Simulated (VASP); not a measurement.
# TaN (Cm) in VASP: single point with LDA

Aim: the single point of TaN with LDA.

All numbers are computed with VASP 6.6.1; they aren't measurements. Logs are shortened: lines on timing, memory, paths and dates and some standing lists are left out, and cuts for length are marked.

### Step 1. The cell of the first run

The structure is monoclinic, space group Cm (No. 8). The conventional cell has a = 5.089 Å, b = 2.938 Å, c = 2.883 Å, α = 90.00°, β = 90.00°, γ = 90.00°. Ta (site symmetry m) has 6 N at 2.13 to 2.30 Å and 8 Ta at 2.88 to 2.94 Å within 3.0 Å. N (site symmetry m) has 6 Ta at 2.13 to 2.30 Å and 8 N at 2.88 to 2.94 Å within 3.0 Å.

### Step 2. Single point, LDA

Contents of INCAR:

```
SYSTEM = TaN
PREC = Accurate
ENCUT = 700
EDIFF = 1E-6
ISMEAR = 0
SIGMA = 0.15
LREAL = .FALSE.
LASPH = .TRUE.
NELM = 120
ALGO = Normal
ISIF = 2
LWAVE = .FALSE.
LCHARG = .FALSE.
NBANDS = 16
GGA_COMPAT = .FALSE.
```

Contents of KPOINTS:

```
Automatic mesh
0
G
  18 18 16
  0 0 0
```

Contents of POSCAR:

```
TaN
1.0
    2.9379988584      0.0000000000      0.0000000000
   -1.4689994292      2.5443816477      0.0000000000
    0.0000000000      0.0000000000      2.8830000000
Ta N
1 1
Direct
    0.3183589795      0.6367179589      0.4775384692
    0.0000000000      0.0000000000      0.0000000000
```

Potentials or basis: VASP PAW LDA potentials, release 64 (Ta_sv_GW, N).

On the command line:

```
cat potpaw_LDA.64/Ta_sv_GW/POTCAR potpaw_LDA.64/N/POTCAR > POTCAR
mpirun -np 1 vasp_std > vasp.out
```

OUTCAR:

```text
SYSTEM = TaN
   PREC = Accurate
   ENCUT = 700
   EDIFF = 1E-6
   ISMEAR = 0
   LREAL = .FALSE.
   LASPH = .TRUE.
   NELM = 120
   ISIF = 2

 ion  position               nearest neighbor table
   1  0.318  0.637  0.478-   2 2.13   2 2.21   2 2.22   2 2.22   2 2.30   2 2.30
   2  0.000  0.000  0.000-   1 2.13   1 2.21   1 2.22   1 2.22   1 2.30   1 2.30

  LATTYP: Found a hexagonal cell.
 ALAT       =     2.9379988584
 C/A-ratio  =     0.9812801635

  Lattice vectors:

 A1 = (   2.9379988584,   0.0000000000,   0.0000000000)
 A2 = (  -1.4689994292,   2.5443816477,   0.0000000000)
 A3 = (   0.0000000000,   0.0000000000,   2.8830000000)

Analysis of symmetry for initial positions (statically):
=====================================================================
 Subroutine PRICEL returns:
 Original cell was already a primitive cell.

 Routine SETGRP: Setting up the symmetry group for a
 hexagonal supercell.

 Subroutine GETGRP returns: Found  2 space group operations
 (whereof  2 operations were pure point group operations)
 out of a pool of 24 trial point group operations.

The static configuration has the point symmetry C_1h.

Analysis of symmetry for dynamics (positions and initial velocities):
=====================================================================
 Subroutine PRICEL returns:
 Original cell was already a primitive cell.

 Routine SETGRP: Setting up the symmetry group for a
 hexagonal supercell.

 Subroutine GETGRP returns: Found  2 space group operations
 (whereof  2 operations were pure point group operations)
 out of a pool of 24 trial point group operations.

The dynamic configuration has the point symmetry C_1h.

 Subroutine INISYM returns: Found  2 space group operations
 (whereof  2 operations are pure point group operations),
 and found     1 'primitive' translations

----------------------------------------------------------------------------------------

                                     Primitive cell

  volume of cell :      21.5516

  direct lattice vectors                    reciprocal lattice vectors
     2.937998858  0.000000000  0.000000000     0.340367729  0.196511400  0.000000000
    -1.468999429  2.544381648  0.000000000     0.000000000  0.393022800  0.000000000
     0.000000000  0.000000000  2.883000000     0.000000000  0.000000000  0.346860909

  length of vectors
     2.937998858  2.937998858  2.883000000     0.393022800  0.393022800  0.346860909

  position of ions in fractional coordinates (direct lattice)
     0.318358979  0.636717959  0.477538469
     0.000000000  0.000000000  0.000000000

  ion indices of the primitive-cell ions
   primitive index   ion index
                 1           1
                 2           2

----------------------------------------------------------------------------------------

 KPOINTS: Automatic mesh

Automatic generation of k-mesh.
 Grid dimensions read from file:
 generate k-points for:   18   18   16

 Generating k-lattice:

  Cartesian coordinates                     Fractional coordinates (reciprocal lattice)
     0.018909318  0.010917300  0.000000000     0.055555556 -0.000000000  0.000000000
     0.000000000  0.021834600  0.000000000     0.000000000  0.055555556  0.000000000
     0.000000000  0.000000000  0.021678807     0.000000000  0.000000000  0.062500000

  Length of vectors
     0.021834600  0.021834600  0.021678807

  Shift w.r.t. Gamma in fractional coordinates (k-lattice)
     0.000000000  0.000000000  0.000000000

 Subroutine IBZKPT returns following result:
 ===========================================

 Found   1379 irreducible k-points:

 Following reciprocal coordinates:
            Coordinates               Weight
  0.000000  0.000000  0.000000      1.000000
  0.055556  0.000000  0.000000      4.000000
  0.000000  0.055556  0.000000      2.000000
  0.111111  0.000000  0.000000      4.000000
  0.000000  0.111111  0.000000      2.000000
  0.166667  0.000000  0.000000      4.000000
[... 16 lines left out ...]
 -0.055556  0.166667  0.000000      4.000000
 -0.166667  0.111111  0.000000      4.000000
 [... further k-points ...]
   k-points           NKPTS =   1379   k-points in BZ     NKDIM =   1379   number of bands    NBANDS=     16
   number of dos      NEDOS =    301   number of ions     NIONS =      2
   total plane-waves  NPLWV =  21952
   dimension x,y,z NGX =    28 NGY =   28 NGZ =   28
   dimension x,y,z NGXF=    56 NGYF=   56 NGZF=   56
   ions per type =               1   1
   NGX,Y,Z   is equivalent  to a cutoff of  15.84, 15.84, 16.15 a.u.
   NGXF,Y,Z  is equivalent  to a cutoff of  31.69, 31.69, 32.29 a.u.
 SYSTEM =  TaN
   PREC   = accura    normal or accurate (medium, high low for compatibility)
   ISTART =      0    job   : 0-new  1-cont  2-samecut
   ICHARG =      2    charge: 1-file 2-atom 10-const
   ISPIN  =      1    spin polarized calculation?
   LNONCOLLINEAR =      F non collinear calculations
   LSORBIT =      F    spin-orbit coupling
   LASPH  =      T    aspherical Exc in radial PAW
   ENCUT  =  700.0 eV  51.45 Ry    7.17 a.u.   6.34  6.34  6.22*2*pi/ulx,y,z
   NELM   =    120;   NELMIN=  2; NELMDL= -5     # of ELM steps
   EDIFF  = 0.1E-05   stopping-criterion for ELM
   LREAL  =      F    real-space projection
   EDIFFG = 0.1E-04   stopping-criterion for IOM
   NSW    =      0    number of steps for IOM
   IBRION =     -1    ionic relax: 0-MD 1-quasi-New 2-CG
   NFREE  =      0    steps in history (QN), initial steepest desc. (CG)
   ISIF   =      2    stress and relaxation
   ISYM   =      2    0-nonsym 1-usesym 2-fastsym
   POTIM  = 0.5000    time-step for ionic-motion
   TEBEG  =    0.0;   TEEND  =   0.0 temperature during run
   PSTRESS=    0.0 pullay stress
   NELECT =      18.0000    total number of electrons
   NUPDOWN=      -1.0000    fix difference up-down
   EMIN   =  10.00;   EMAX   =-10.00  energy-range for DOS
   EFERMI =   0.00;   METHOD = LEGACY
   ISMEAR =     0;   SIGMA  =   0.15  broadening in eV -4-tet -1-fermi 0-gaus
   EFERMI_NEDOS =   21; number of points for ismear=-14 and -15
   IALGO  =     38    algorithm
   IMIX   =      4    mixing-type and parameters
     AMIX     =   0.40;   BMIX     =  1.00
     AMIX_MAG =   1.60;   BMIX_MAG =  1.00
  volume/ion in A,a.u.               =      10.78        72.72
  Fermi-wavevector in a.u.,A,eV,Ry     =   1.541722  2.913433 32.339793  2.376908
  Thomas-Fermi vector in A             =   2.647628
   LORBIT       =      0    0 simple, 1 ext, 2 COOP (PROOUT), +10 PAW based schemes
   GGA     = CA    functional components
   LHFCALC =     F    Hartree Fock is set to
   AEXX    =    0.0000 exact exchange contribution
   IVDW    =     0    specifies the selected vdW correction
   LEPSILON=     F    determine dielectric tensor
   LRPA    =     F    only Hartree local field effects (RPA)
 non-spin polarized calculation
 Gauss-broadening in eV      SIGMA  =   0.15
  energy-cutoff  :      700.00
  volume of cell :       21.55
 maximum number of plane-waves:       930
 NGX is ok and might be reduce to    28
   NGX = 13   NGY = 13   NGZ = 13

 number of electron      18.0000000 magnetization

 Free energy of the ion-electron system (eV)
  ---------------------------------------------------
  ext. energy  EPLUGINS =         0.00000000
  ---------------------------------------------------
  free energy    TOTEN  =       -27.14395469 eV

  energy without entropy =      -27.14320053  energy(sigma->0) =      -27.14357761

 E-fermi :  12.0919     XC(G=0): -13.9720

 val. band max:       12.0759428554   @ k =   0.0000   0.0000   0.4375
 cond. band min:      12.1225886277   @ k =   0.0000   0.0556   0.5000
 fundamental gap:      0.0466457722
 Fermi energy:        12.0918798932

 k-point     1 :       0.0000    0.0000    0.0000
  band No.  band energies     occupation
      1     -55.9650      2.00000
      2     -22.4858      2.00000
      3     -22.2261      2.00000
      4     -22.2243      2.00000
      5      -5.3857      2.00000
      6       7.4821      2.00000
[... 8 lines left out ...]
     15      24.9738      0.00000
     16      27.8341      0.00000

 k-point     2 :       0.0556    0.0000    0.0000
  band No.  band energies     occupation
      1     -55.9627      2.00000
      2     -22.4816      2.00000
      3     -22.2600      2.00000
      4     -22.2321      2.00000
      5      -5.3218      2.00000
      6       7.2864      2.00000
[... 8 lines left out ...]
     15      24.9508      0.00000
     16      27.9738      0.00000

 k-point     3 :       0.0000    0.0556    0.0000
  band No.  band energies     occupation
      1     -55.9627      2.00000
      2     -22.4814      2.00000
      3     -22.2592      2.00000
      4     -22.2335      2.00000
      5      -5.3178      2.00000
      6       7.3113      2.00000
[... 8 lines left out ...]
     15      25.0446      0.00000
     16      27.9646      0.00000

 k-point     4 :       0.1111    0.0000    0.0000
  band No.  band energies     occupation
      1     -55.9559      2.00000
      2     -22.4694      2.00000
      3     -22.3574      2.00000
      4     -22.2532      2.00000
      5      -5.1372      2.00000
      6       6.8293      2.00000
[... 8 lines left out ...]
     15      24.8928      0.00000
     16      28.3594      0.00000
[... 324 lines left out ...]
 k-point    22 :       0.1111    0.0556    0.0000
  band No.  band energies     occupation
      1     -55.9495      2.00000
      2     -22.4614      2.00000
      3     -22.4424      2.00000
      4     -22.2761      2.00000
      5      -4.9514      2.00000
      6       6.4771      2.00000
[... 8 lines left out ...]
     15      25.0276      0.00000
     16      28.7577      0.00000

 k-point    23 :      -0.0556    0.1667    0.0000
  band No.  band energies     occupation
      1     -55.9495      2.00000
      2     -22.4617      2.00000
      3     -22.4427      2.00000
      4     -22.2771      2.00000
      5      -4.9389      2.00000
      6       6.4637      2.00000
[... 8 lines left out ...]
     15      25.2360      0.00000
     16      28.7256      0.00000

 k-point    24 :      -0.1667    0.1111    0.0000
  band No.  band energies     occupation
      1     -55.9496      2.00000
      2     -22.4605      2.00000
      3     -22.4408      2.00000
      4     -22.2763      2.00000
      5      -4.9692      2.00000
      6       6.4425      2.00000
[... 8 lines left out ...]
     15      24.7780      0.00000
     16      28.5621      0.00000

 [... further k-points ...]

------------------------ aborting loop because EDIFF is reached ----------------------------------------

  FORCE on cell =-STRESS in cart. coord.  units (eV):
  Direction    XX          YY          ZZ          XY          YZ          ZX
  --------------------------------------------------------------------------------------
  -------------------------------------------------------------------------------------
  Total       -1.3456268     -1.0009312     -1.2229530      0.0000000      0.2609529      0.0000000
  in kB     -100.0360835    -74.4108553    -90.9163126      0.0000000     19.3996615      0.0000000
  external PRESSURE =     -88.4544171 kB  Pullay stress =       0.0000000 kB

 VOLUME and BASIS-vectors are now :
 -----------------------------------------------------------------------------
  energy-cutoff  :      700.00
  volume of cell :       21.55
      direct lattice vectors                 reciprocal lattice vectors
     2.937998858  0.000000000  0.000000000     0.340367729  0.196511400  0.000000000
    -1.468999429  2.544381648  0.000000000     0.000000000  0.393022800  0.000000000
     0.000000000  0.000000000  2.883000000     0.000000000  0.000000000  0.346860909

 POSITION                                       TOTAL-FORCE (eV/Angst)
 -----------------------------------------------------------------------------------
      0.00000      1.62005      1.37674        -0.000000      1.019982      0.894071
      0.00000      0.00000      0.00000         0.000000     -1.019982     -0.894071
 -----------------------------------------------------------------------------------
    total drift:                               -0.000000      0.000091     -0.000054

  FREE ENERGIE OF THE ION-ELECTRON SYSTEM (eV)
  ---------------------------------------------------
  free  energy   TOTEN  =       -27.1439546856 eV

  energy  without entropy=      -27.1432005340  energy(sigma->0) =      -27.14357761
```

It took 4.6 min on 1 thread of Intel Xeon 6975P-C (Granite Rapids), shared host; peak memory 0.85 GiB.

What came out:

```
Free energy            : -27.1440 eV
Pressure               : -8.8 GPa
Largest force          : 1.356 eV/Å
Band gap on the k mesh : zero (bands 9 and 10 overlap by 0.19 eV)
```

Forces on the atoms (eV/Å):
```
Ta   0.000  1.020  0.894
N    0.000 -1.020 -0.894
```

Stress tensor (GPa, compression positive):
```
-10.00   0.00   0.00
  0.00  -7.44   1.94
  0.00   1.94  -9.09
```

Caveat: the cell differs from its parent crystal (all Ta atoms moved +0.100 Å, as atom 1 towards its neighbour atom 2 (N) at 2.226 Å); the cell stands under tension; spin-orbit coupling is left out, which moves the levels of the heavy elements; forces of over 1 eV/Å act on the atoms, so gaps and moduli don't describe the material at rest.

The gap in the log of VASP goes by the Fermi energy; the results here count the filled bands.